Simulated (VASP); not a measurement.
# RbBr (Fm-3m) in VASP: notebook, part 2 of 2

VASP 6.6.1. Earlier steps stand in the parts before.

## 4. Single point, r2SCAN+rVV10

Input file POSCAR:

```
RbBr
1.0
    0.0000000000      3.4251857698      3.4251857698
    3.4251857698      0.0000000000      3.4251857698
    3.4251857698      3.4251857698      0.0000000000
Rb Br
1 1
Direct
    0.0000000000      0.0000000000      0.0000000000
    0.5000000000      0.5000000000      0.5000000000
```

Input file INCAR.step1:

```
ALGO = Normal ; EDIFF = 1E-4
ENCUT = 520 ; GGA = PE
ISMEAR = 1 ; LASPH = True
LCHARG = False ; LREAL = False
LWAVE = True ; NBANDS = 15
NELM = 100 ; PREC = Accurate
SIGMA = 0.05
```

Input file INCAR.step2:

```
ALGO = Normal ; BPARAM = 11.95
CPARAM = 0.0093 ; EDIFF = 1E-6
ENCUT = 520 ; ISIF = 2
ISMEAR = 1 ; ISTART = 1
IVDW_NL = 2 ; LASPH = True
LCHARG = False ; LMIXTAU = True
LREAL = False ; LUSE_VDW = True
LWAVE = False ; METAGGA = R2SCAN
NBANDS = 15 ; NELM = 100
PREC = Accurate ; SIGMA = 0.05
```

Input file KPOINTS:

```
k-points
0
Gamma
  6 6 6
```

Started as:

```
cat potpaw_PBE.64/Rb_sv/POTCAR potpaw_PBE.64/Br/POTCAR > POTCAR
cp INCAR.step1 INCAR
mpirun -np 1 vasp_std > vasp.out
cp INCAR.step2 INCAR
mpirun -np 1 vasp_std > vasp.out
```

Run time: 84 s. Hardware: 1 thread of Intel Xeon 6975P-C (Granite Rapids), shared host; peak memory 0.39 GiB.

The run converged. Its results:

- Free energy: -30.6512 eV
- Pressure: 0.1 GPa
- Band gap on the k mesh: 4.86 eV

Levels at points of the mesh, in eV from the valence-band top:
```
           k point  band 6  band 7  band 8  band 9  band 10  band 11
(0.00, 0.00, 0.00)    0.00    0.00    0.00    4.86     7.82     7.82
(0.50, 0.00, 0.00)   -0.99   -0.35   -0.35    7.17     8.18    10.19
(0.50, 0.50, 0.00)   -0.49   -0.16   -0.16    5.96     7.89     9.59
```

Caveat: the PAW data sets were made with another functional, which shifts forces and pressure a little. r2SCAN opens gaps a little over a GGA but as a rule still falls short of measured ones.

## 5. Single point, r2SCAN

This run uses another cell than the first one, of 41.48 Å³/atom.

Input file POSCAR:

```
RbBr
1.0
    0.0000000000      3.4617267252      3.4617267252
    3.4617267252      0.0000000000      3.4617267252
    3.4617267252      3.4617267252      0.0000000000
Rb Br
1 1
Direct
    0.0000000000      0.0000000000      0.0000000000
    0.5000000000      0.5000000000      0.5000000000
```

Input file INCAR.step1:

```
SYSTEM = RbBr
PREC = Accurate ; ENCUT = 520
ISMEAR = 1 ; SIGMA = 0.05
LREAL = .False. ; LASPH = .True.
NELM = 100 ; NBANDS = 15
GGA = PE ; ALGO = Normal
EDIFF = 1E-4 ; LWAVE = .True.
LCHARG = .False.
```

Input file INCAR.step2:

```
SYSTEM = RbBr
PREC = Accurate ; ENCUT = 520
EDIFF = 1E-7 ; ISMEAR = 1
SIGMA = 0.05 ; LREAL = .False.
LASPH = .True. ; NELM = 100
ALGO = Normal ; ISIF = 2
LWAVE = .False. ; LCHARG = .False.
METAGGA = R2SCAN ; LMIXTAU = .True.
NBANDS = 15 ; ISTART = 1
```

Input file KPOINTS:

```
regular mesh
0
Gamma
  6 6 6
  0 0 0
```

Started as:

```
cat potpaw_PBE.64/Rb_sv/POTCAR potpaw_PBE.64/Br/POTCAR > POTCAR
cp INCAR.step1 INCAR
mpirun -np 1 vasp_std > vasp.out
cp INCAR.step2 INCAR
mpirun -np 1 vasp_std > vasp.out
```

Run time: 34 s. Hardware: 1 thread of Intel Xeon 6975P-C (Granite Rapids), shared host; peak memory 0.21 GiB.

Results (log left out):

```yaml
Free_energy: -31.1556 eV
Pressure: 0.0 GPa
Band_gap_on_the_k_mesh: 4.89 eV
```

Levels at points of the mesh, in eV from the valence-band top:
```tsv
k point	band 4	band 5	band 6	band 7	band 8	band 9	band 10	band 11	band 12	band 13
(0.00, 0.00, 0.00)	-8.75	-8.75	0.00	0.00	0.00	4.89	7.87	7.87	7.87	8.92
(0.50, 0.00, 0.00)	-8.75	-8.70	-0.92	-0.32	-0.32	7.21	8.17	10.13	10.13	10.76
(0.50, 0.50, 0.00)	-8.81	-8.81	-0.47	-0.16	-0.16	6.09	7.83	9.56	9.99	10.23
```

Caveat: the PAW data sets were made with another functional, which shifts forces and pressure a little.

## 6. Relaxation of cell and atoms, PBEsol

Input file INCAR:

```
  PREC = Accurate
  ENCUT = 600
  EDIFF = 1E-6
  ISMEAR = 1
  SIGMA = 0.05
  LREAL = False
  LASPH = True
  NELM = 60
  ALGO = Normal
  ISIF = 3
  LWAVE = False
  LCHARG = False
  GGA = PS
  IBRION = 2
  NSW = 80
  EDIFFG = -0.01
```

Input file KPOINTS:

```
Automatic mesh
0
Gamma
  6 6 6
```

Input file POSCAR:

```
RbBr
1.0
    0.0000000000      3.4270000000      3.4270000000
    3.4270000000      0.0000000000      3.4270000000
    3.4270000000      3.4270000000      0.0000000000
Rb Br
1 1
Direct
    0.0000000000      0.0000000000      0.0000000000
    0.5000000000      0.5000000000      0.5000000000
```

Potentials or basis: VASP PAW PBE potentials, release 64 (Rb_sv, Br).

Started as:

```
cat potpaw_PBE.64/Rb_sv/POTCAR potpaw_PBE.64/Br/POTCAR > POTCAR
mpirun -np 1 vasp_std > vasp.out
```

Wall time 12 s (1 thread of Intel Xeon 6975P-C (Granite Rapids), shared host); peak memory 0.24 GiB.

It converged, with:

* Free energy: -6.3554 eV
* Pressure after relaxing: 0.0 GPa
* Band gap on the k mesh: 4.21 eV

Final structure:
```yaml
crystal:
  lattice:
    - [0.00000, 3.42700, 3.42700]
    - [3.42700, 0.00000, 3.42700]
    - [3.42700, 3.42700, 0.00000]
  atoms:
    - { symbol: Rb, position: [0.00000, 0.00000, 0.00000] }
    - { symbol: Br, position: [0.50000, 0.50000, 0.50000] }
```

Levels at points of the mesh, in eV from the valence-band top:
| k point | band 6 | band 7 | band 8 | band 9 | band 10 | band 11 |
| --- | --- | --- | --- | --- | --- | --- |
| (0.00, 0.00, 0.00) | 0.00 | 0.00 | 0.00 | 4.21 | 7.20 | 7.20 |
| (0.50, 0.00, 0.00) | -1.02 | -0.36 | -0.36 | 6.67 | 7.61 | 9.43 |
| (0.50, 0.50, 0.00) | -0.49 | -0.16 | -0.16 | 5.50 | 7.02 | 9.05 |

Caveat: the relaxation stopped at its first step, so nothing moved; the PAW data sets were made with another functional, which shifts forces and pressure a little. PBEsol gaps usually lie below the measured ones, often by a third to a half.

## 7. Overview

```csv
task,level,cell,cutoff (eV),gap on the mesh (eV),pressure (GPa)
single point,PBEsol,"a = 4.844 Å, angles 60.0°, 2 atoms",520,4.22,0.0
single point,PBE+D4,"a = 4.898 Å, angles 60.0°, 2 atoms",520,4.28,0.0
single point,r2SCAN+rVV10,"a = 4.844 Å, angles 60.0°, 2 atoms",520,4.86,0.1
single point,r2SCAN,"a = 4.896 Å, angles 60.0°, 2 atoms",520,4.89,0.0
relaxation of cell and atoms,PBEsol,"relaxed from a = 4.847 Å, angles 60.0°, 2 atoms",600,4.21,0.0
```

Alike in all rows: potentials or basis VASP PAW PBE potentials, release 64 (Rb_sv, Br); no spin polarisation; k mesh 6 × 6 × 6; smearing methfessel-paxton 0.05 eV.

Caveats: the PAW data sets were made with another functional, which shifts forces and pressure a little (at least some runs); the relaxation stopped at its first step, so nothing moved (at least some runs).

Total energies depend on the potentials used, so only differences within one code and one set of settings carry meaning.
